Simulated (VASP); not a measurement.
**Hf2C: single point with PBE**

Crystal: Hf2C.

```xyz
3
Lattice="2.9377 0.0000 0.0000 0.0000 2.9377 0.0000 0.0000 0.0000 7.3220" Properties=species:S:1:pos:R:3 pbc="T T T"
Hf    0.0000    0.0000    5.7494
Hf    0.0000    0.0000    1.5726
C     0.0000    0.0000    3.6610
```

```
Program                : VASP 6.6.1
Task                   : single point
Functional             : PBE
Potentials or basis    : VASP PAW PBE potentials, release 64 (Hf_pv, C)
Cutoff                 : 520 eV
k mesh                 : 6 × 6 × 4
Occupations            : gaussian, width 0.1 eV
Spin                   : no spin polarisation
Dipole correction      : no
Further INCAR settings : ALGO = Normal; EDIFF = 1e-07; NBANDS = 19
```

```
Pressure               : -0.1 GPa
Largest force          : 0.013 eV/Å
Band gap on the k mesh : zero (band 12 reaches 3.22 eV, above the bottom of band 13 at 2.43 eV)
```

Forces in eV/Å, atoms in the order of the input:
```
Hf   0.000  0.000 -0.013
Hf   0.000  0.000  0.013
C    0.000  0.000  0.000
```

Stress tensor (GPa, compression positive):
```
-0.21  0.00  0.00
 0.00 -0.21  0.00
 0.00  0.00  0.07
```

Levels at points of the mesh, in eV from the Fermi level:
| k point | band 9 | band 10 | band 11 | band 12 | band 13 | band 14 | band 15 | band 16 |
| --- | --- | --- | --- | --- | --- | --- | --- | --- |
| (0.00, 0.00, 0.00) | -4.05 | -1.90 | -1.00 | -0.81 | -0.65 | 1.19 | 1.19 | 5.23 |
| (0.50, 0.00, 0.00) | -1.85 | -1.60 | -0.97 | -0.73 | 0.88 | 1.16 | 1.74 | 3.33 |
| (0.50, 0.50, 0.00) | -2.34 | -2.26 | -1.55 | -1.13 | 1.50 | 1.50 | 2.02 | 2.02 |
| (0.00, 0.00, 0.50) | -3.41 | -2.31 | -0.96 | -0.70 | 0.16 | 1.34 | 1.34 | 4.02 |
| (0.50, 0.00, 0.50) | -3.17 | -1.75 | -1.05 | -0.88 | 1.73 | 1.87 | 2.86 | 3.09 |
| (0.50, 0.50, 0.50) | -2.08 | -2.08 | -2.05 | -1.69 | -0.04 | -0.04 | 4.51 | 4.51 |

It took 63 s on 1 thread of Intel(R) Xeon(R) Platinum 8375C CPU @ 2.90GHz (Ice Lake), with other jobs on the host, peak memory 0.19 GiB.

Caveat: spin-orbit coupling is left out, which moves the levels of the heavy elements.
